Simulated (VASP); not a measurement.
The system is Te2Mo.

```
Te Mo
1.0
     3.51820    0.00000    0.00000
    -1.75910    3.04685    0.00000
     0.00000    0.00000   13.97360
Te Mo
4 2
Cartesian
  0.0000 2.0312 8.6776
  1.7591 1.0156 1.6908
  0.0000 2.0312 12.2828
  1.7591 1.0156 5.2960
  0.0000 2.0312 3.4934
  1.7591 1.0156 10.4802
```

Base run:

```yaml
Program: VASP 6.6.1
Functional: PBE
Potentials_or_basis: VASP PAW PBE potentials, release 64 (Te, Mo_sv)
Cutoff: 520 eV
k_mesh: 7 × 7 × 2
Occupations: fermi-dirac, width 0.1 eV
Spin: no spin polarisation
```

Its results: band gap on the k mesh 0.84 eV (least direct gap 1.25 eV); pressure 2.9 GPa; largest force 0.190 eV/Å.

**Question.** The run is repeated on the same cell with these changes: k mesh from 7 × 7 × 2 to 9 × 9 × 2. What comes out?

**Answer.** Band gap on the k mesh 0.78 eV (least direct gap 1.04 eV); pressure 2.9 GPa; largest force 0.190 eV/Å.

Caveats: spin-orbit coupling is left out, which moves the levels of the heavy elements; this functional lacks dispersion, which binds layers or chains, so the pressure and a relaxed spacing across them are unreliable; semilocal functionals underestimate gaps, and a narrow one can read as zero (at least some runs).

A k mesh can miss the band edges.
